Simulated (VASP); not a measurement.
# GaSb4 (P-43m) in VASP: a series of runs

Runs on GaSb4. Level: PBE. Tasks: single point.

All numbers are computed with VASP 6.6.1; they aren't measurements. Logs are shortened: lines on timing, memory, paths and dates and some standing lists are left out, and cuts for length are marked.

### 1 The cell of the first run

Symmetry: P-43m, No. 215, cubic system. Conventional cell: a = 5.333 Å, b = 5.333 Å, c = 5.333 Å, α = 90.00°, β = 90.00°, γ = 90.00°. Within 3.1 Å of Ga (site symmetry -43m) lie 4 Sb at 2.31 Å. Sb (site symmetry 3m) has 1 Ga at 2.31 Å within 3.1 Å.

The cell was built from a structure type or drawn by symmetry, and may not be a known phase.

### 2 Single point, PBE

File INCAR:

```
  PREC = Accurate
  ENCUT = 520
  EDIFF = 1E-7
  ISMEAR = 0
  SIGMA = 0.1
  LREAL = F
  LASPH = T
  NELM = 60
  ALGO = Normal
  ISIF = 2
  LWAVE = F
  LCHARG = F
  GGA = PE
  NBANDS = 24
```

File KPOINTS:

```
regular mesh
0
Gamma
  4 4 4
```

File POSCAR:

```
GaSb4
1.0
    5.3327088300      0.0000000000      0.0000000000
    0.0000000000      5.3327088300      0.0000000000
    0.0000000000      0.0000000000      5.3327088300
Ga Sb
1 4
Direct
    0.0000000000      0.0000000000      0.0000000000
    0.2500000000      0.2500000000      0.2500000000
    0.7500000000      0.7500000000      0.2500000000
    0.2500000000      0.7500000000      0.7500000000
    0.7500000000      0.2500000000      0.7500000000
```

Potentials or basis: VASP PAW PBE potentials, release 64 (Ga_d, Sb).

The run is started by

```bash
> cat potpaw_PBE.64/Ga_d/POTCAR potpaw_PBE.64/Sb/POTCAR > POTCAR
> mpirun -np 1 vasp_std > vasp.out
```

OUTCAR:

```text
PREC = Accurate
   ENCUT = 520
   EDIFF = 1E-7
   ISMEAR = 0
   LREAL = F
   LASPH = T
   NELM = 60
   ISIF = 2
   GGA = PE

 ion  position               nearest neighbor table
   1  0.000  0.000  0.000-   2 2.31   3 2.31   4 2.31   5 2.31
   2  0.250  0.250  0.250-   1 2.31   3 3.77   4 3.77   5 3.77   4 3.77   5 3.77   3 3.77   4 3.77
                             4 3.77   3 3.77   5 3.77   5 3.77   3 3.77
   3  0.750  0.750  0.250-   1 2.31   2 3.77   4 3.77   5 3.77   4 3.77   5 3.77   2 3.77   5 3.77
                             5 3.77   2 3.77   4 3.77   4 3.77   2 3.77
   4  0.250  0.750  0.750-   1 2.31   2 3.77   3 3.77   5 3.77   2 3.77   3 3.77   2 3.77   5 3.77
                             2 3.77   3 3.77   5 3.77   3 3.77   5 3.77
   5  0.750  0.250  0.750-   1 2.31   2 3.77   3 3.77   4 3.77   2 3.77   3 3.77   3 3.77   4 3.77
                             3 3.77   2 3.77   4 3.77   2 3.77   4 3.77

  LATTYP: Found a simple cubic cell.
 ALAT       =     5.3327088300

  Lattice vectors:

 A1 = (   5.3327088300,   0.0000000000,   0.0000000000)
 A2 = (   0.0000000000,   5.3327088300,   0.0000000000)
 A3 = (   0.0000000000,   0.0000000000,   5.3327088300)

Analysis of symmetry for initial positions (statically):
=====================================================================
 Subroutine PRICEL returns:
 Original cell was already a primitive cell.

 Routine SETGRP: Setting up the symmetry group for a
 simple cubic supercell.

 Subroutine GETGRP returns: Found 24 space group operations
 (whereof 24 operations were pure point group operations)
 out of a pool of 48 trial point group operations.

The static configuration has the point symmetry T_d .

Analysis of symmetry for dynamics (positions and initial velocities):
=====================================================================
 Subroutine PRICEL returns:
 Original cell was already a primitive cell.

 Routine SETGRP: Setting up the symmetry group for a
 simple cubic supercell.

 Subroutine GETGRP returns: Found 24 space group operations
 (whereof 24 operations were pure point group operations)
 out of a pool of 48 trial point group operations.

The dynamic configuration has the point symmetry T_d .

 Subroutine INISYM returns: Found 24 space group operations
 (whereof 24 operations are pure point group operations),
 and found     1 'primitive' translations

----------------------------------------------------------------------------------------

                                     Primitive cell

  volume of cell :     151.6504

  direct lattice vectors                    reciprocal lattice vectors
     5.332708830  0.000000000  0.000000000     0.187521958  0.000000000  0.000000000
     0.000000000  5.332708830  0.000000000     0.000000000  0.187521958  0.000000000
     0.000000000  0.000000000  5.332708830     0.000000000  0.000000000  0.187521958

  length of vectors
     5.332708830  5.332708830  5.332708830     0.187521958  0.187521958  0.187521958

  position of ions in fractional coordinates (direct lattice)
     0.000000000  0.000000000  0.000000000
     0.250000000  0.250000000  0.250000000
     0.750000000  0.750000000  0.250000000
     0.250000000  0.750000000  0.750000000
     0.750000000  0.250000000  0.750000000

  ion indices of the primitive-cell ions
   primitive index   ion index
                 1           1
                 2           2
                 3           3
                 4           4
                 5           5

----------------------------------------------------------------------------------------

 KPOINTS: regular mesh

Automatic generation of k-mesh.
 Grid dimensions read from file:
 generate k-points for:    4    4    4

 Generating k-lattice:

  Cartesian coordinates                     Fractional coordinates (reciprocal lattice)
     0.046880489  0.000000000  0.000000000     0.250000000  0.000000000  0.000000000
     0.000000000  0.046880489  0.000000000     0.000000000  0.250000000  0.000000000
     0.000000000  0.000000000  0.046880489     0.000000000  0.000000000  0.250000000

  Length of vectors
     0.046880489  0.046880489  0.046880489

  Shift w.r.t. Gamma in fractional coordinates (k-lattice)
     0.000000000  0.000000000  0.000000000

 Subroutine IBZKPT returns following result:
 ===========================================

 Found     10 irreducible k-points:

 Following reciprocal coordinates:
            Coordinates               Weight
  0.000000  0.000000  0.000000      1.000000
  0.250000  0.000000  0.000000      6.000000
  0.500000  0.000000  0.000000      3.000000
  0.250000  0.250000  0.000000     12.000000
  0.500000  0.250000  0.000000     12.000000
  0.500000  0.500000  0.000000      3.000000
  0.250000  0.250000  0.250000      8.000000
  0.500000  0.250000  0.250000     12.000000
  0.500000  0.500000  0.250000      6.000000
  0.500000  0.500000  0.500000      1.000000
   k-points           NKPTS =     10   k-points in BZ     NKDIM =     10   number of bands    NBANDS=     24
   number of dos      NEDOS =    301   number of ions     NIONS =      5
   total plane-waves  NPLWV =  64000
   dimension x,y,z NGX =    40 NGY =   40 NGZ =   40
   dimension x,y,z NGXF=    80 NGYF=   80 NGZF=   80
   ions per type =               1   4
   NGX,Y,Z   is equivalent  to a cutoff of  12.47, 12.47, 12.47 a.u.
   NGXF,Y,Z  is equivalent  to a cutoff of  24.94, 24.94, 24.94 a.u.
 SYSTEM =  unknown system
   PREC   = accura    normal or accurate (medium, high low for compatibility)
   ISTART =      0    job   : 0-new  1-cont  2-samecut
   ICHARG =      2    charge: 1-file 2-atom 10-const
   ISPIN  =      1    spin polarized calculation?
   LNONCOLLINEAR =      F non collinear calculations
   LSORBIT =      F    spin-orbit coupling
   LASPH  =      T    aspherical Exc in radial PAW
   ENCUT  =  520.0 eV  38.22 Ry    6.18 a.u.   9.92  9.92  9.92*2*pi/ulx,y,z
   NELM   =     60;   NELMIN=  2; NELMDL= -5     # of ELM steps
   EDIFF  = 0.1E-06   stopping-criterion for ELM
   LREAL  =      F    real-space projection
   EDIFFG = 0.1E-05   stopping-criterion for IOM
   NSW    =      0    number of steps for IOM
   IBRION =     -1    ionic relax: 0-MD 1-quasi-New 2-CG
   NFREE  =      0    steps in history (QN), initial steepest desc. (CG)
   ISIF   =      2    stress and relaxation
   ISYM   =      2    0-nonsym 1-usesym 2-fastsym
   POTIM  = 0.5000    time-step for ionic-motion
   TEBEG  =    0.0;   TEEND  =   0.0 temperature during run
   PSTRESS=    0.0 pullay stress
   NELECT =      33.0000    total number of electrons
   NUPDOWN=      -1.0000    fix difference up-down
   EMIN   =  10.00;   EMAX   =-10.00  energy-range for DOS
   EFERMI =   0.00;   METHOD = LEGACY
   ISMEAR =     0;   SIGMA  =   0.10  broadening in eV -4-tet -1-fermi 0-gaus
   EFERMI_NEDOS =   21; number of points for ismear=-14 and -15
   IALGO  =     38    algorithm
   IMIX   =      4    mixing-type and parameters
     AMIX     =   0.40;   BMIX     =  1.00
     AMIX_MAG =   1.60;   BMIX_MAG =  1.00
  volume/ion in A,a.u.               =      30.33       204.68
  Fermi-wavevector in a.u.,A,eV,Ry     =   0.984687  1.860789 13.192329  0.969609
  Thomas-Fermi vector in A             =   2.115938
   LORBIT       =      0    0 simple, 1 ext, 2 COOP (PROOUT), +10 PAW based schemes
   GGA     = PE    functional components
   LHFCALC =     F    Hartree Fock is set to
   AEXX    =    0.0000 exact exchange contribution
   IVDW    =     0    specifies the selected vdW correction
   LEPSILON=     F    determine dielectric tensor
   LRPA    =     F    only Hartree local field effects (RPA)
 non-spin polarized calculation
 Gauss-broadening in eV      SIGMA  =   0.10
  energy-cutoff  :      520.00
  volume of cell :      151.65
 maximum number of plane-waves:      4116
 NGX is ok and might be reduce to    40
   NGX = 19   NGY = 19   NGZ = 19

 number of electron      32.9999997 magnetization

 Free energy of the ion-electron system (eV)
  ---------------------------------------------------
  ext. energy  EPLUGINS =         0.00000000
  ---------------------------------------------------
  free energy    TOTEN  =       -14.65293678 eV

  energy without entropy =      -14.60474353  energy(sigma->0) =      -14.62884016

 E-fermi :   5.7384     XC(G=0):  -9.3490

 val. band max:        5.7092460594   @ k =   0.5000   0.2500   0.2500
 cond. band min:       5.7505007604   @ k =   0.2500   0.2500   0.0000
 fundamental gap:      0.0412547010
 Fermi energy:         5.7384327573

 k-point     1 :       0.0000    0.0000    0.0000
  band No.  band energies     occupation
      1      -9.6659      2.00000
      2      -9.6659      2.00000
      3      -9.6659      2.00000
      4      -9.5295      2.00000
      5      -9.5295      2.00000
      6      -6.3642      2.00000
[... 16 lines left out ...]
     23       9.2298      0.00000
     24       9.2298      0.00000

 k-point     2 :       0.2500    0.0000    0.0000
  band No.  band energies     occupation
      1      -9.6671      2.00000
      2      -9.6669      2.00000
      3      -9.6669      2.00000
      4      -9.5293      2.00000
      5      -9.5281      2.00000
      6      -6.1379      2.00000
[... 16 lines left out ...]
     23       9.7748      0.00000
     24      10.5089      0.00000

 k-point     3 :       0.5000    0.0000    0.0000
  band No.  band energies     occupation
      1      -9.6683      2.00000
      2      -9.6679      2.00000
      3      -9.6679      2.00000
      4      -9.5291      2.00000
      5      -9.5269      2.00000
      6      -5.7938      2.00000
[... 16 lines left out ...]
     23      10.1767      0.00000
     24      11.6167      0.00000
[... 136 lines left out ...]
 k-point     9 :       0.5000    0.5000    0.2500
  band No.  band energies     occupation
      1      -9.6719      2.00000
      2      -9.6711      2.00000
      3      -9.6711      2.00000
      4      -9.5264      2.00000
      5      -9.5250      2.00000
      6      -5.2125      2.00000
[... 16 lines left out ...]
     23      11.2926      0.00000
     24      11.8337      0.00000

 k-point    10 :       0.5000    0.5000    0.5000
  band No.  band energies     occupation
      1      -9.6725      2.00000
      2      -9.6725      2.00000
      3      -9.6725      2.00000
      4      -9.5250      2.00000
      5      -9.5250      2.00000
      6      -5.0493      2.00000
[... 16 lines left out ...]
     23      11.6427      0.00000
     24      11.6427      0.00000

------------------------ aborting loop because EDIFF is reached ----------------------------------------

  FORCE on cell =-STRESS in cart. coord.  units (eV):
  Direction    XX          YY          ZZ          XY          YZ          ZX
  --------------------------------------------------------------------------------------
  -------------------------------------------------------------------------------------
  Total        8.5046401      8.5046401      8.5046401      0.0000000      0.0000000     -0.0000000
  in kB       89.8509983     89.8509983     89.8509983      0.0000000      0.0000000     -0.0000000
  external PRESSURE =      89.8509983 kB  Pullay stress =       0.0000000 kB

 VOLUME and BASIS-vectors are now :
 -----------------------------------------------------------------------------
  energy-cutoff  :      520.00
  volume of cell :      151.65
      direct lattice vectors                 reciprocal lattice vectors
     5.332708830  0.000000000  0.000000000     0.187521958  0.000000000  0.000000000
     0.000000000  5.332708830  0.000000000     0.000000000  0.187521958  0.000000000
     0.000000000  0.000000000  5.332708830     0.000000000  0.000000000  0.187521958

 POSITION                                       TOTAL-FORCE (eV/Angst)
 -----------------------------------------------------------------------------------
      0.00000      0.00000      0.00000         0.000000     -0.000000     -0.000000
      1.33318      1.33318      1.33318         2.239161      2.239161      2.239161
      3.99953      3.99953      1.33318        -2.239161     -2.239161      2.239161
      1.33318      3.99953      3.99953         2.239161     -2.239161     -2.239161
      3.99953      1.33318      3.99953        -2.239161      2.239161     -2.239161
 -----------------------------------------------------------------------------------
    total drift:                                0.000000     -0.000000     -0.000000

  FREE ENERGIE OF THE ION-ELECTRON SYSTEM (eV)
  ---------------------------------------------------
  free  energy   TOTEN  =       -14.6529367824 eV

  energy  without entropy=      -14.6047435326  energy(sigma->0) =      -14.62884016
```

It took 32 s on 1 thread of Intel Xeon Platinum 8375C at 2.90GHz (Ice Lake), shared host; peak memory 0.25 GiB.

What came out:

```
Free energy            : -14.6529 eV
Pressure               : 9.0 GPa
Band gap on the k mesh : zero (an odd number of electrons rules out a gap without spin polarisation)
```

Caveat: the cell stands under pressure; spin-orbit coupling is left out, which moves the levels of the heavy elements.

(Part 1 of 2 ends here.)
